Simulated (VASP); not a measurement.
# Yb2Al3As2 (C2/m) in VASP: single point with r2SCAN

Aim: the single point of Yb2Al3As2 with r2SCAN.

Program: VASP 6.6.1. These are calculated values, not measurements. Logs are shortened: lines on timing, memory, paths and dates and some standing lists are left out, and cuts for length are marked.

## Step 1: The cell of the first run

It takes space group C2/m (No. 12, monoclinic). The conventional cell has a = 10.406 Å, b = 4.145 Å, c = 6.779 Å, α = 90.00°, β = 100.67°, γ = 90.00°. Within 3.7 Å of Al (site symmetry m) lie 3 As at 2.68 to 3.66 Å and 5 Al at 2.85 to 3.15 Å and 5 Yb at 3.25 to 3.62 Å. Al (site symmetry 2/m) has 2 As at 2.80 Å and 4 Yb at 3.10 Å and 6 Al at 3.14 to 3.15 Å within 3.7 Å. Yb (site symmetry m) has 5 As at 2.95 to 3.08 Å and 7 Al at 3.10 to 3.62 Å and 3 Yb at 3.76 to 3.88 Å within 3.9 Å. As (site symmetry m) has 1 As at 2.44 Å and 3 Al at 2.68 to 2.80 Å and 5 Yb at 2.95 to 3.08 Å within 3.2 Å.

## Step 2: Single point, r2SCAN

POSCAR

```
Yb2Al3As2
1.0
    0.0000000000      4.1453580000      0.0000000000
    5.2029620000     -2.0726790000      0.0000000000
    1.2548690000      0.0000000000     -6.6616130000
Al Yb As
3 2 2
Direct
    0.3052000000      0.6104000000      0.8659000000
    0.6948000000      0.3896000000      0.1341000000
    0.0000000000      0.0000000000      0.0000000000
    0.6193700000      0.2387400000      0.6774200000
    0.3806300000      0.7612600000      0.3225800000
    0.0936000000      0.1872000000      0.3617000000
    0.9064000000      0.8128000000      0.6383000000
```

INCAR.step1

```
  ALGO = Normal
  EDIFF = 1E-4
  ENCUT = 520
  GGA = PE
  ISMEAR = -5
  LASPH = T
  LCHARG = F
  LREAL = F
  LWAVE = T
  NBANDS = 42
  NELM = 100
  PREC = Accurate
  SIGMA = 0.1
```

INCAR.step2

```
  ALGO = Normal
  EDIFF = 1E-6
  ENCUT = 520
  ISIF = 2
  ISMEAR = -5
  ISTART = 1
  LASPH = T
  LCHARG = F
  LMIXTAU = T
  LREAL = F
  LWAVE = F
  METAGGA = R2SCAN
  NBANDS = 42
  NELM = 100
  PREC = Accurate
  SIGMA = 0.1
```

KPOINTS

```
k-points
0
Gamma
  5 5 3
```

Potentials or basis: VASP PAW PBE potentials, release 64 (Al, Yb, As).

Started as:

```console
> cat potpaw_PBE.64/Al/POTCAR potpaw_PBE.64/Yb/POTCAR potpaw_PBE.64/As/POTCAR > POTCAR
> cp INCAR.step1 INCAR
> mpirun -np 1 vasp_std > vasp.out
> cp INCAR.step2 INCAR
> mpirun -np 1 vasp_std > vasp.out
```

OUTCAR:

```text
EDIFF = 1E-6
   ENCUT = 520
   ISIF = 2
   ISMEAR = -5
   ISTART = 1
   LASPH = T
   LREAL = F
   METAGGA = R2SCAN
   NELM = 100
   PREC = Accurate

 ion  position               nearest neighbor table
   1  0.305  0.610  0.866-   7 2.68   7 2.68   2 2.85   2 2.85   3 3.14   3 3.15   3 3.15   4 3.25
                             4 3.25   4 3.28   5 3.33
   2  0.695  0.390  0.134-   6 2.68   6 2.68   1 2.85   1 2.85   3 3.14   3 3.15   3 3.15   5 3.25
                             5 3.25   5 3.28   4 3.33
   3  0.000  0.000  0.000-   6 2.80   7 2.80   4 3.10   5 3.10   4 3.10   5 3.10   2 3.14   1 3.14
                             2 3.15   1 3.15   1 3.15   2 3.15
   4  0.619  0.239  0.677-   7 2.95   6 3.03   6 3.03   7 3.08   7 3.08   3 3.10   3 3.10   1 3.25
                             1 3.25   1 3.28   2 3.33   5 3.76
   5  0.381  0.761  0.323-   6 2.95   7 3.03   7 3.03   6 3.08   6 3.08   3 3.10   3 3.10   2 3.25
                             2 3.25   2 3.28   1 3.33   4 3.76
   6  0.094  0.187  0.362-   7 2.44   2 2.68   2 2.68   3 2.80   5 2.95   4 3.03   4 3.03   5 3.08
                             5 3.08
   7  0.906  0.813  0.638-   6 2.44   1 2.68   1 2.68   3 2.80   4 2.95   5 3.03   5 3.03   4 3.08
                             4 3.08

  LATTYP: Found a base centered monoclinic cell.
 ALAT       =    10.4059240000
 B/A-ratio  =     0.3983652004
 C/A-ratio  =     0.6514341752
 COS(beta)  =    -0.1851173832

  Lattice vectors:

 A1 = (  -5.2029620000,  -2.0726790000,   0.0000000000)
 A2 = (  -5.2029620000,   2.0726790000,   0.0000000000)
 A3 = (   1.2548690000,   0.0000000000,  -6.6616130000)

Analysis of symmetry for initial positions (statically):
=====================================================================
 Subroutine PRICEL returns:
 Original cell was already a primitive cell.

 Routine SETGRP: Setting up the symmetry group for a
 base centered monoclinic supercell.

 Subroutine GETGRP returns: Found  4 space group operations
 (whereof  4 operations were pure point group operations)
 out of a pool of  4 trial point group operations.

The static configuration has the point symmetry C_2h.

Analysis of symmetry for dynamics (positions and initial velocities):
=====================================================================
 Subroutine PRICEL returns:
 Original cell was already a primitive cell.

 Routine SETGRP: Setting up the symmetry group for a
 base centered monoclinic supercell.

 Subroutine GETGRP returns: Found  4 space group operations
 (whereof  4 operations were pure point group operations)
 out of a pool of  4 trial point group operations.

The dynamic configuration has the point symmetry C_2h.

 Subroutine INISYM returns: Found  4 space group operations
 (whereof  4 operations are pure point group operations),
 and found     1 'primitive' translations

----------------------------------------------------------------------------------------

                                     Primitive cell

  volume of cell :     143.6786

  direct lattice vectors                    reciprocal lattice vectors
     0.000000000  4.145358000  0.000000000     0.096099107  0.241233688  0.018102491
     5.202962000 -2.072679000  0.000000000     0.192198213  0.000000000  0.036204982
     1.254869000  0.000000000 -6.661613000     0.000000000  0.000000000 -0.150113794

  length of vectors
     4.145358000  5.600608164  6.778774518     0.260300655  0.195578511  0.150113794

  position of ions in fractional coordinates (direct lattice)
     0.305200000  0.610400000  0.865900000
     0.694800000  0.389600000  0.134100000
     0.000000000  0.000000000  0.000000000
     0.619370000  0.238740000  0.677420000
     0.380630000  0.761260000  0.322580000
     0.093600000  0.187200000  0.361700000
     0.906400000  0.812800000  0.638300000

  ion indices of the primitive-cell ions
   primitive index   ion index
                 1           1
                 2           2
                 3           3
                 4           4
                 5           5
                 6           6
                 7           7

----------------------------------------------------------------------------------------

 KPOINTS: k-points

Automatic generation of k-mesh.
 Grid dimensions read from file:
 generate k-points for:    5    5    3

 Generating k-lattice:

  Cartesian coordinates                     Fractional coordinates (reciprocal lattice)
     0.019219821  0.048246738  0.003620498     0.200000000  0.000000000  0.000000000
     0.038439643  0.000000000  0.007240996     0.000000000  0.200000000  0.000000000
     0.000000000  0.000000000 -0.050037931     0.000000000  0.000000000  0.333333333

  Length of vectors
     0.052060131  0.039115702  0.050037931

  Shift w.r.t. Gamma in fractional coordinates (k-lattice)
     0.000000000  0.000000000  0.000000000

 TETIRR: Found    217 inequivalent tetrahedra from      450

 Subroutine IBZKPT returns following result:
 ===========================================

 Found     24 irreducible k-points:

 Following reciprocal coordinates:
            Coordinates               Weight
  0.000000  0.000000  0.000000      1.000000
  0.200000  0.000000  0.000000      4.000000
  0.400000 -0.000000 -0.000000      4.000000
  0.000000  0.200000  0.000000      2.000000
  0.200000  0.200000  0.000000      4.000000
  0.400000  0.200000  0.000000      4.000000
[... 16 lines left out ...]
  0.200000 -0.400000  0.333333      4.000000
  0.000000 -0.200000  0.333333      2.000000
   k-points           NKPTS =     24   k-points in BZ     NKDIM =     24   number of bands    NBANDS=     42
   number of dos      NEDOS =    301   number of ions     NIONS =      7
   total plane-waves  NPLWV =  67200
   dimension x,y,z NGX =    32 NGY =   42 NGZ =   50
   dimension x,y,z NGXF=    64 NGYF=   84 NGZF=  100
   ions per type =               3   2   2
   NGX,Y,Z   is equivalent  to a cutoff of  12.83, 12.47, 12.26 a.u.
   NGXF,Y,Z  is equivalent  to a cutoff of  25.67, 24.93, 24.52 a.u.
 SYSTEM =  unknown system
   PREC   = accura    normal or accurate (medium, high low for compatibility)
   ISTART =      1    job   : 0-new  1-cont  2-samecut
   ICHARG =      0    charge: 1-file 2-atom 10-const
   ISPIN  =      1    spin polarized calculation?
   LNONCOLLINEAR =      F non collinear calculations
   LSORBIT =      F    spin-orbit coupling
   LASPH  =      T    aspherical Exc in radial PAW
   ENCUT  =  520.0 eV  38.22 Ry    6.18 a.u.   7.71 10.41 12.60*2*pi/ulx,y,z
   NELM   =    100;   NELMIN=  2; NELMDL=  0     # of ELM steps
   EDIFF  = 0.1E-05   stopping-criterion for ELM
   LREAL  =      F    real-space projection
[... 7 lines left out ...]
   TEBEG  =    0.0;   TEEND  =   0.0 temperature during run
   PSTRESS=    0.0 pullay stress
   NELECT =      67.0000    total number of electrons
   NUPDOWN=      -1.0000    fix difference up-down
   EMIN   =  10.00;   EMAX   =-10.00  energy-range for DOS
   EFERMI =   0.00;   METHOD = LEGACY
   ISMEAR =    -5;   SIGMA  =   0.10  broadening in eV -4-tet -1-fermi 0-gaus
   EFERMI_NEDOS =   21; number of points for ismear=-14 and -15
   IALGO  =     38    algorithm
   IMIX   =      4    mixing-type and parameters
     AMIX     =   0.40;   BMIX     =  1.00
     AMIX_MAG =   1.60;   BMIX_MAG =  1.00
  volume/ion in A,a.u.               =      20.53       138.51
  Fermi-wavevector in a.u.,A,eV,Ry     =   1.269509  2.399024 21.927867  1.611653
  Thomas-Fermi vector in A             =   2.402546
   LORBIT       =      0    0 simple, 1 ext, 2 COOP (PROOUT), +10 PAW based schemes
   METAGGA = R2SCAN    functional components
   LHFCALC =     F    Hartree Fock is set to
   AEXX    =    0.0000 exact exchange contribution
   IVDW    =     0    specifies the selected vdW correction
   LEPSILON=     F    determine dielectric tensor
   LRPA    =     F    only Hartree local field effects (RPA)
 non-spin polarized calculation
 Fermi weights with tetrahedron method with Bloechl corrections
  energy-cutoff  :      520.00
  volume of cell :      143.68
 maximum number of plane-waves:      3882
   NGX = 15   NGY = 21   NGZ = 25

 number of electron      66.9999986 magnetization

 Free energy of the ion-electron system (eV)
  ---------------------------------------------------
  ext. energy  EPLUGINS =         0.00000000
  ---------------------------------------------------
  free energy    TOTEN  =      -124.71187624 eV

  energy without entropy =     -124.71187624  energy(sigma->0) =     -124.71187624

 E-fermi :   5.5054     XC(G=0): -11.1265

 val. band max:        5.4151467989   @ k =   0.4000   0.4000   0.3333
 cond. band min:       5.5433316749   @ k =   0.2000  -0.4000   0.3333
 fundamental gap:      0.1281848759
 Fermi energy:         5.5054309187

 k-point     1 :       0.0000    0.0000    0.0000
  band No.  band energies     occupation
      1     -47.7230      2.00000
      2     -47.7173      2.00000
      3     -19.5325      2.00000
      4     -19.4889      2.00000
      5     -19.4472      2.00000
      6     -19.4097      2.00000
[... 34 lines left out ...]
     41       9.4223      0.00000
     42      10.2043      0.00000

 k-point     2 :       0.2000    0.0000    0.0000
  band No.  band energies     occupation
      1     -47.7222      2.00000
      2     -47.7173      2.00000
      3     -19.5268      2.00000
      4     -19.4901      2.00000
      5     -19.4566      2.00000
      6     -19.4218      2.00000
[... 34 lines left out ...]
     41       9.2980      0.00000
     42       9.6468      0.00000

 k-point     3 :       0.4000   -0.0000   -0.0000
  band No.  band energies     occupation
      1     -47.7205      2.00000
      2     -47.7175      2.00000
      3     -19.5193      2.00000
      4     -19.5096      2.00000
      5     -19.4765      2.00000
      6     -19.4448      2.00000
[... 34 lines left out ...]
     41       9.4692      0.00000
     42       9.9144      0.00000

 k-point     4 :       0.0000    0.2000    0.0000
  band No.  band energies     occupation
      1     -47.7225      2.00000
      2     -47.7178      2.00000
      3     -19.5366      2.00000
      4     -19.5044      2.00000
      5     -19.4386      2.00000
      6     -19.4080      2.00000
[... 844 lines left out ...]
     41       8.8462      0.00000
     42       9.3124      0.00000

 k-point    23 :       0.2000   -0.4000    0.3333
  band No.  band energies     occupation
      1     -47.7211      2.00000
      2     -47.7183      2.00000
      3     -19.5333      2.00000
      4     -19.5115      2.00000
      5     -19.4503      2.00000
      6     -19.4194      2.00000
[... 34 lines left out ...]
     41       8.9437      0.00000
     42       9.1626      0.00000

 k-point    24 :       0.0000   -0.2000    0.3333
  band No.  band energies     occupation
      1     -47.7224      2.00000
      2     -47.7179      2.00000
      3     -19.5366      2.00000
      4     -19.5003      2.00000
      5     -19.4378      2.00000
      6     -19.4133      2.00000
[... 34 lines left out ...]
     41       9.1764      0.00000
     42       9.6561      0.00000

------------------------ aborting loop because EDIFF is reached ----------------------------------------

  FORCE on cell =-STRESS in cart. coord.  units (eV):
  Direction    XX          YY          ZZ          XY          YZ          ZX
  --------------------------------------------------------------------------------------
  -------------------------------------------------------------------------------------
  Total       -3.2509948     -4.1691053      0.3915145      0.0000000      0.0000000      1.4626831
  in kB      -36.2522330    -46.4901931      4.3658249      0.0000000      0.0000000     16.3105549
  external PRESSURE =     -26.1255337 kB  Pullay stress =       0.0000000 kB

 VOLUME and BASIS-vectors are now :
 -----------------------------------------------------------------------------
  energy-cutoff  :      520.00
  volume of cell :      143.68
      direct lattice vectors                 reciprocal lattice vectors
     0.000000000  4.145358000  0.000000000     0.096099107  0.241233688  0.018102491
     5.202962000 -2.072679000  0.000000000     0.192198213  0.000000000  0.036204982
     1.254869000  0.000000000 -6.661613000     0.000000000  0.000000000 -0.150113794

 POSITION                                       TOTAL-FORCE (eV/Angst)
 -----------------------------------------------------------------------------------
      4.26248      0.00000     -5.76829        -0.303458      0.000000     -0.638677
      2.19535      2.07268     -0.89332         0.303458      0.000000      0.638677
      0.00000      0.00000      0.00000         0.000000      0.000000      0.000000
      2.09223      2.07268     -4.51271         0.037666      0.000000     -0.237729
      4.36560     -0.00000     -2.14890        -0.037666      0.000000      0.237729
      1.42788      0.00000     -2.40951         1.003560      0.000000      0.857014
      5.02995      2.07268     -4.25211        -1.003560      0.000000     -0.857014
 -----------------------------------------------------------------------------------
    total drift:                                0.000000      0.000000      0.000000

  FREE ENERGIE OF THE ION-ELECTRON SYSTEM (eV)
  ---------------------------------------------------
  free  energy   TOTEN  =      -124.7118762402 eV

  energy  without entropy=     -124.7118762402  energy(sigma->0) =     -124.71187624
```

Wall time 15 min (1 thread of AMD EPYC 9R45 (Zen 5), shared host); peak memory 0.35 GiB.

What came out:

* Free energy: -124.7119 eV
* Pressure: -2.6 GPa
* Largest force: 1.320 eV/Å
* Band gap on the k mesh: zero (an odd number of electrons rules out a gap without spin polarisation)

Forces in eV/Å, atoms in the order of the input:
```
Al  -0.303  0.000 -0.639
Al   0.303  0.000  0.639
Al   0.000  0.000  0.000
Yb   0.038  0.000 -0.238
Yb  -0.038  0.000  0.238
As   1.004  0.000  0.857
As  -1.004  0.000 -0.857
```

Stress tensor (GPa, compression positive):
```
-3.63  0.00  1.63
 0.00 -4.65  0.00
 1.63  0.00  0.44
```

Caveat: the stress differs along the axes, from -5 to 0 GPa; the PAW data sets were made with another functional, which shifts forces and pressure a little; spin-orbit coupling is left out, which moves the levels of the heavy elements; tetrahedron occupations give inexact forces and stress in metals.

The gap in the log of VASP goes by the Fermi energy; the results here count the filled bands.